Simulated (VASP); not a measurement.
# TiB2N3 (P4/mmm) in VASP: relaxation of cell and atoms with PBE

Aim: the relaxation of cell and atoms of TiB2N3 with PBE.

All numbers are computed with VASP 6.6.1; they aren't measurements. Logs are shortened: lines on timing, memory, paths and dates and some standing lists are left out, and cuts for length are marked.

### 1 The cell of the first run

The structure is tetragonal, space group P4/mmm (No. 123). The conventional cell has a = 3.112 Å, b = 3.112 Å, c = 6.683 Å, α = 90.00°, β = 90.00°, γ = 90.00°. Ti (site symmetry 4/mmm) has 4 N at 2.20 Å within 2.9 Å. Within 2.1 Å of B (site symmetry 4/mmm) lie 4 N at 1.56 Å. B (site symmetry 4/mmm) has 4 N at 1.56 Å within 2.1 Å. N (site symmetry 4/mmm) has 4 Ti at 2.20 Å within 2.9 Å. N (site symmetry mmm) has 4 B at 1.56 Å within 2.1 Å.

The cell was generated, and may not be a known phase.

### 2 Relaxation of cell and atoms, PBE, collinear spin

INCAR reads:

```
SYSTEM = TiB2N3
ALGO = Normal
EDIFF = 1E-6
EDIFFG = -0.04
ENCUT = 600
GGA = PE
IBRION = 2
ISIF = 3
ISMEAR = 0
ISPIN = 2
LASPH = .True.
LCHARG = .False.
LMAXMIX = 4
LORBIT = 11
LREAL = .False.
LWAVE = .False.
MAGMOM = -0.64 0 0 0 0 0
NELM = 150
NSW = 90
PREC = Accurate
SIGMA = 0.1
```

KPOINTS reads:

```
k-points
0
Gamma
  6 6 4
  0 0 0
```

POSCAR reads:

```
TiB2N3
1.0
    3.1118172766      0.0000000000      0.0000000000
    0.0000000000      3.1118172766      0.0000000000
    0.0000000000      0.0000000000      6.6827951159
Ti B N
1 2 3
Direct
    0.5000000000      0.5000000000      0.5000000000
    0.5000000000      0.5000000000      0.0000000000
    0.0000000000      0.0000000000      0.0000000000
    0.0000000000      0.0000000000      0.5000000000
    0.5000000000      0.0000000000      0.0000000000
    0.0000000000      0.5000000000      0.0000000000
```

Potentials or basis: VASP PAW PBE potentials, release 64 (Ti_sv, B, N).

Started as:

```console
$ cat potpaw_PBE.64/Ti_sv/POTCAR potpaw_PBE.64/B/POTCAR potpaw_PBE.64/N/POTCAR > POTCAR
$ mpirun -np 1 vasp_std > vasp.out
```

OUTCAR:

```text
SYSTEM = TiB2N3
   EDIFF = 1E-6
   EDIFFG = -0.04
   ENCUT = 600
   GGA = PE
   IBRION = 2
   ISIF = 3
   ISMEAR = 0
   ISPIN = 2
   LASPH = .True.
   LORBIT = 11
   LREAL = .False.
   NELM = 150
   NSW = 90
   PREC = Accurate

 ion  position               nearest neighbor table
   1  0.500  0.500  0.500-   4 2.20   4 2.20   4 2.20   4 2.20
   2  0.500  0.500  0.000-   5 1.56   6 1.56   5 1.56   6 1.56
   3  0.000  0.000  0.000-   5 1.56   6 1.56   6 1.56   5 1.56
   4  0.000  0.000  0.500-   1 2.20   1 2.20   1 2.20   1 2.20
   5  0.500  0.000  0.000-   2 1.56   3 1.56   2 1.56   3 1.56
   6  0.000  0.500  0.000-   2 1.56   3 1.56   3 1.56   2 1.56

  LATTYP: Found a simple tetragonal cell.
 ALAT       =     3.1118172766
 C/A-ratio  =     2.1475538317

  Lattice vectors:

 A1 = (   3.1118172766,   0.0000000000,   0.0000000000)
 A2 = (   0.0000000000,   3.1118172766,   0.0000000000)
 A3 = (   0.0000000000,   0.0000000000,   6.6827951159)

Analysis of symmetry for initial positions (statically):
=====================================================================
 Subroutine PRICEL returns:
 Original cell was already a primitive cell.

 Routine SETGRP: Setting up the symmetry group for a
 simple tetragonal supercell.

 Subroutine GETGRP returns: Found 16 space group operations
 (whereof 16 operations were pure point group operations)
 out of a pool of 16 trial point group operations.

The static configuration has the point symmetry D_4h.

Analysis of symmetry for dynamics (positions and initial velocities):
=====================================================================
 Subroutine PRICEL returns:
 Original cell was already a primitive cell.

 Routine SETGRP: Setting up the symmetry group for a
 simple tetragonal supercell.

 Subroutine GETGRP returns: Found 16 space group operations
 (whereof 16 operations were pure point group operations)
 out of a pool of 16 trial point group operations.

The dynamic configuration has the point symmetry D_4h.

Analysis of structural, dynamic, and magnetic symmetry:
=====================================================================
 Subroutine PRICEL returns:
 Original cell was already a primitive cell.

 Routine SETGRP: Setting up the symmetry group for a
 simple tetragonal supercell.

 Subroutine GETGRP returns: Found 16 space group operations
 (whereof 16 operations were pure point group operations)
 out of a pool of 16 trial point group operations.

The overall configuration has the point symmetry D_4h.

 Subroutine INISYM returns: Found 16 space group operations
 (whereof 16 operations are pure point group operations),
 and found     1 'primitive' translations

----------------------------------------------------------------------------------------

                                     Primitive cell

  volume of cell :      64.7122

  direct lattice vectors                    reciprocal lattice vectors
     3.111817277  0.000000000  0.000000000     0.321355630  0.000000000  0.000000000
     0.000000000  3.111817277  0.000000000     0.000000000  0.321355630  0.000000000
     0.000000000  0.000000000  6.682795116     0.000000000  0.000000000  0.149637986

  length of vectors
     3.111817277  3.111817277  6.682795116     0.321355630  0.321355630  0.149637986

  position of ions in fractional coordinates (direct lattice)
     0.500000000  0.500000000  0.500000000
     0.500000000  0.500000000  0.000000000
     0.000000000  0.000000000  0.000000000
     0.000000000  0.000000000  0.500000000
     0.500000000  0.000000000  0.000000000
     0.000000000  0.500000000  0.000000000

  ion indices of the primitive-cell ions
   primitive index   ion index
                 1           1
                 2           2
                 3           3
                 4           4
                 5           5
                 6           6

----------------------------------------------------------------------------------------

 KPOINTS: k-points

[... 25 lines left out ...]
  0.166667  0.000000  0.000000      4.000000
  0.333333  0.000000  0.000000      4.000000
  0.500000  0.000000  0.000000      2.000000
  0.166667  0.166667  0.000000      4.000000
  0.333333  0.166667  0.000000      8.000000
[... 16 lines left out ...]
  0.333333  0.000000  0.500000      4.000000
  0.500000  0.000000  0.500000      2.000000
 [... further k-points ...]
   k-points           NKPTS =     30   k-points in BZ     NKDIM =     30   number of bands    NBANDS=     20
   number of dos      NEDOS =    301   number of ions     NIONS =      6
   total plane-waves  NPLWV =  42336
   dimension x,y,z NGX =    28 NGY =   28 NGZ =   54
   dimension x,y,z NGXF=    56 NGYF=   56 NGZF=  108
   ions per type =               1   2   3
   NGX,Y,Z   is equivalent  to a cutoff of  14.96, 14.96, 13.43 a.u.
   NGXF,Y,Z  is equivalent  to a cutoff of  29.92, 29.92, 26.87 a.u.
 SYSTEM =  TiB2N3
   PREC   = accura    normal or accurate (medium, high low for compatibility)
   ISTART =      0    job   : 0-new  1-cont  2-samecut
   ICHARG =      2    charge: 1-file 2-atom 10-const
   ISPIN  =      2    spin polarized calculation?
   LNONCOLLINEAR =      F non collinear calculations
   LSORBIT =      F    spin-orbit coupling
   LASPH  =      T    aspherical Exc in radial PAW
   ENCUT  =  600.0 eV  44.10 Ry    6.64 a.u.   6.22  6.22 13.35*2*pi/ulx,y,z
   NELM   =    150;   NELMIN=  2; NELMDL= -5     # of ELM steps
   EDIFF  = 0.1E-05   stopping-criterion for ELM
   LREAL  =      F    real-space projection
   EDIFFG = -.4E-01   stopping-criterion for IOM
   NSW    =     90    number of steps for IOM
   IBRION =      2    ionic relax: 0-MD 1-quasi-New 2-CG
   NFREE  =      1    steps in history (QN), initial steepest desc. (CG)
   ISIF   =      3    stress and relaxation
   ISYM   =      2    0-nonsym 1-usesym 2-fastsym
   POTIM  = 0.5000    time-step for ionic-motion
   TEBEG  =    0.0;   TEEND  =   0.0 temperature during run
   PSTRESS=    0.0 pullay stress
   NELECT =      33.0000    total number of electrons
   NUPDOWN=      -1.0000    fix difference up-down
   EMIN   =  10.00;   EMAX   =-10.00  energy-range for DOS
   EFERMI =   0.00;   METHOD = LEGACY
   ISMEAR =     0;   SIGMA  =   0.10  broadening in eV -4-tet -1-fermi 0-gaus
   EFERMI_NEDOS =   21; number of points for ismear=-14 and -15
   IALGO  =     38    algorithm
   IMIX   =      4    mixing-type and parameters
     AMIX     =   0.40;   BMIX     =  1.00
     AMIX_MAG =   1.60;   BMIX_MAG =  1.00
  volume/ion in A,a.u.               =      10.79        72.78
  Fermi-wavevector in a.u.,A,eV,Ry     =   1.307929  2.471627 23.275177  1.710677
  Thomas-Fermi vector in A             =   2.438630
   LORBIT       =     11    0 simple, 1 ext, 2 COOP (PROOUT), +10 PAW based schemes
   GGA     = PE    functional components
   LHFCALC =     F    Hartree Fock is set to
   AEXX    =    0.0000 exact exchange contribution
   IVDW    =     0    specifies the selected vdW correction
   LEPSILON=     F    determine dielectric tensor
   LRPA    =     F    only Hartree local field effects (RPA)
 conjugate gradient relaxation of ions
 spin polarized calculation
 Gauss-broadening in eV      SIGMA  =   0.10
  energy-cutoff  :      600.00
  volume of cell :       64.71
 maximum number of plane-waves:      2178
 NGX is ok and might be reduce to    28
   NGX = 13   NGY = 13   NGZ = 27

 number of electron      32.9999996 magnetization      -0.0417736

 number of electron      32.9999995 magnetization       0.0952334

 Free energy of the ion-electron system (eV)
  ---------------------------------------------------
  ext. energy  EPLUGINS =         0.00000000
  ---------------------------------------------------
  free energy    TOTEN  =       -44.30567044 eV

  energy without entropy =      -44.28331808  energy(sigma->0) =      -44.29449426

 E-fermi :   5.5768     XC(G=0): -10.4005

 val. band max:        5.5754917826   @ k =   0.5000   0.5000   0.0000
 cond. band min:       5.5788987311   @ k =   0.3333   0.3333   0.2500
 fundamental gap:      0.0034069484
 Fermi energy:         5.5767976897

 spin component 1

 k-point     1 :       0.0000    0.0000    0.0000
  band No.  band energies     occupation
      1     -52.5053      1.00000
      2     -28.8772      1.00000
      3     -28.5471      1.00000
      4     -28.5471      1.00000
      5     -15.9197      1.00000
      6      -8.6385      1.00000
[... 541 lines left out ...]
     19       7.5524      0.00000
     20       7.7101      0.00000

 [... further k-points ...]

 spin component 2

 k-point     1 :       0.0000    0.0000    0.0000
  band No.  band energies     occupation
      1     -52.3884      1.00000
      2     -28.7775      1.00000
      3     -28.4210      1.00000
      4     -28.4210      1.00000
      5     -15.9239      1.00000
      6      -8.6497      1.00000
[... 541 lines left out ...]
     19       7.6778      0.00000
     20       7.8338      0.00000

 [... further k-points ...]
[... 5 lines left out ...]
  --------------------------------------------------------------------------------------
  -------------------------------------------------------------------------------------
  Total       -0.0957892     -0.0957892     -0.1292015      0.0000000      0.0000000      0.0000000
  in kB       -2.3715976     -2.3715976     -3.1988355      0.0000000      0.0000000      0.0000000
  external PRESSURE =      -2.6473436 kB  Pullay stress =       0.0000000 kB

 VOLUME and BASIS-vectors are now :
 -----------------------------------------------------------------------------
  energy-cutoff  :      600.00
  volume of cell :       64.71
      direct lattice vectors                 reciprocal lattice vectors
     3.111817277  0.000000000  0.000000000     0.321355630  0.000000000  0.000000000
     0.000000000  3.111817277  0.000000000     0.000000000  0.321355630  0.000000000
     0.000000000  0.000000000  6.682795116     0.000000000  0.000000000  0.149637986

 POSITION                                       TOTAL-FORCE (eV/Angst)
 -----------------------------------------------------------------------------------
      1.55591      1.55591      3.34140         0.000000      0.000000      0.000000
      1.55591      1.55591      0.00000         0.000000      0.000000      0.000000
      0.00000      0.00000      0.00000         0.000000      0.000000      0.000000
      0.00000      0.00000      3.34140         0.000000      0.000000      0.000000
      1.55591      0.00000      0.00000         0.000000      0.000000      0.000000
      0.00000      1.55591      0.00000         0.000000      0.000000      0.000000
 -----------------------------------------------------------------------------------
    total drift:                                0.000000      0.000000      0.000000

  FREE ENERGIE OF THE ION-ELECTRON SYSTEM (eV)
  ---------------------------------------------------
  free  energy   TOTEN  =       -44.3056704435 eV

  energy  without entropy=      -44.2833180829  energy(sigma->0) =      -44.29449426

 reached required accuracy - stopping structural energy minimisation

 total charge

# of ion       s       p       d       tot
------------------------------------------
    1        2.149   6.112   1.762  10.023
    2        0.621   1.242   0.000   1.863
    3        0.623   1.217   0.000   1.840
    4        1.252   2.321   0.000   3.573
    5        1.276   2.724   0.000   3.999
    6        1.276   2.724   0.000   3.999
--------------------------------------------------
tot          7.196  16.341   1.762  25.298

 magnetization (x)

# of ion       s       p       d       tot
------------------------------------------
    1       -0.001   0.001   0.114   0.114
    2       -0.001  -0.004   0.000  -0.005
    3       -0.001  -0.003   0.000  -0.004
    4       -0.001  -0.015   0.000  -0.015
    5       -0.000   0.000   0.000   0.000
    6       -0.000   0.000   0.000   0.000
--------------------------------------------------
tot         -0.003  -0.020   0.114   0.090
```

Run time: 1.7 min. Hardware: 1 thread of Intel Xeon 6975P-C (Granite Rapids), shared host; peak memory 0.27 GiB.

What came out:

```
Free energy                                           : -44.3057 eV
Pressure after relaxing                               : -0.3 GPa
Net moment                                            : 0.10 μB per cell
Site moments                                          : Ti +0.11; B -0.01, -0.00; N -0.01, +0.00 (each value once) μB
Valence electrons inside the program's atomic spheres : Ti 10.02; B 1.86, 1.84; N 3.57, 4.00 (each value once)
```

Final structure:
```xyz
6
Lattice="3.1118 0.0000 0.0000 0.0000 3.1118 0.0000 0.0000 0.0000 6.6828" Properties=species:S:1:pos:R:3 pbc="T T T"
Ti    1.5559    1.5559    3.3414
B     1.5559    1.5559    0.0000
B     0.0000    0.0000    0.0000
N     0.0000    0.0000    3.3414
N     1.5559    0.0000    0.0000
N     0.0000    1.5559    0.0000
```

Levels at points of the mesh, in eV from the Fermi level:
Spin up:
| k point | band 14 | band 15 | band 16 | band 17 | band 18 | band 19 | band 20 |
| --- | --- | --- | --- | --- | --- | --- | --- |
| (0.00, 0.00, 0.00) | -1.29 | -1.29 | -1.21 | -0.81 | -0.72 | 0.17 | 0.80 |
| (0.50, 0.00, 0.00) | -5.37 | -3.73 | -2.84 | 0.19 | 0.97 | 1.94 | 2.11 |
| (0.50, 0.50, 0.00) | -1.72 | -0.34 | -0.20 | -0.20 | 0.38 | 0.39 | 0.60 |
| (0.00, 0.00, 0.50) | -1.29 | -1.29 | -1.28 | -0.64 | 0.01 | 0.15 | 0.81 |
| (0.50, 0.00, 0.50) | -4.99 | -3.73 | -3.30 | 0.62 | 0.98 | 1.98 | 2.13 |
| (0.50, 0.50, 0.50) | -1.34 | -0.92 | -0.39 | -0.39 | 0.07 | 0.38 | 0.39 |
Spin down:
```csv
k point,band 14,band 15,band 16,band 17,band 18,band 19
"(0.00, 0.00, 0.00)",-1.29,-1.29,-1.06,-0.90,-0.72,0.14
"(0.50, 0.00, 0.00)",-5.33,-3.71,-2.80,0.10,1.19,2.07
"(0.50, 0.50, 0.00)",-1.77,-0.40,0.00,0.00,0.38,0.39
"(0.00, 0.00, 0.50)",-1.29,-1.29,-1.15,-0.62,-0.02,0.05
"(0.50, 0.00, 0.50)",-4.98,-3.71,-3.26,0.53,1.20,2.10
"(0.50, 0.50, 0.50)",-1.40,-1.01,-0.19,-0.19,0.05,0.38
```
